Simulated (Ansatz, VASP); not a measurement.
**Eu: VASP beside Ansatz**

Contents of INCAR:

```
SYSTEM = Eu
PREC     = Accurate       ! precision mode
ENCUT    = 520            ! plane-wave cutoff, eV
EDIFF    = 1E-6           ! SCF threshold, eV
ISMEAR   = 1              ! smearing method
SIGMA    = 0.1            ! smearing width, eV
LREAL    = .False.        ! projectors in reciprocal space
LASPH    = .True.         ! aspherical terms in the spheres
NELM     = 150            ! most SCF steps
ALGO     = Normal         ! electronic algorithm
ISIF     = 2              ! what is computed and relaxed
LWAVE    = .False.        ! write WAVECAR
LCHARG   = .False.        ! write CHGCAR
ISPIN    = 2              ! spin polarisation
MAGMOM   = 9.1            ! initial moments
LORBIT   = 11             ! projections on sites
LMAXMIX  = 6              ! l up to which the mixer works
GGA      = PS             ! functional
NBANDS   = 18             ! bands
```

File KPOINTS:

```
Automatic mesh
0
Gamma
  7 7 7
  0 0 0
```

POSCAR

```
Eu
1.0
    0.0000000000      2.7893030000      2.7893030000
    2.7893030000      0.0000000000      2.7893030000
    2.7893030000      2.7893030000      0.0000000000
Eu
1
Direct
    0.0000000000      0.0000000000      0.0000000000
```

Input for Ansatz:

```yaml
crystal:
  lattice:
    - [0.0, 2.789303, 2.789303]
    - [2.789303, 0.0, 2.789303]
    - [2.789303, 2.789303, 0.0]
  atoms:
    - { symbol: Eu, position: [0.0, 0.0, 0.0] }
kpoints:
  mp_grid:
    grid: [7, 7, 7]
  band_path:
    path:
      - [0.375, 0.375, 0.75]
      - [0.0, 0.0, 0.0]
      - [0.5, 0.5, 0.5]
      - [0.5, 0.25, 0.75]
      - [0.5, 0.0, 0.5]
    npoints: 4
hamiltonian:
  xc: pbesol
magnetization:
  spin_polarized: true
  per_species:
    Eu: 9.1
scf:
  n_extra_bands: 6
  occupations:
    method: methfessel_paxton
    width: 0.1
```

Alike in both runs: task single point; functional PBEsol; k mesh 7 × 7 × 7; occupations methfessel-paxton of order 1, width 0.1 eV; collinear spin.

```csv
,VASP,Ansatz
version,VASP 6.6.1,Ansatz 0.2.0
potentials or method,"VASP PAW PBE potentials, release 64 (Eu)","plane waves, PAW"
plane-wave cutoff (eV),520,420
valence electrons in the cell,17,17
```

```csv
,VASP,Ansatz,Ansatz less VASP
gap on the k mesh at the Fermi level (eV),none,none,-
net moment per atom (μB),7.62,7.63,+0.005
size of the moment on the site where the two differ most (μB),6.76,7.26,+0.491
```

VASP's potentials were made for PBE, not for PBEsol. Site moments also hang on the region over which each program counts them. A gap of «none» marks a metal or a gap that the smearing closes. Ansatz's warnings: given moment on shells, moment headroom below auto, stability check not made.

Neither program's run includes spin-orbit coupling.
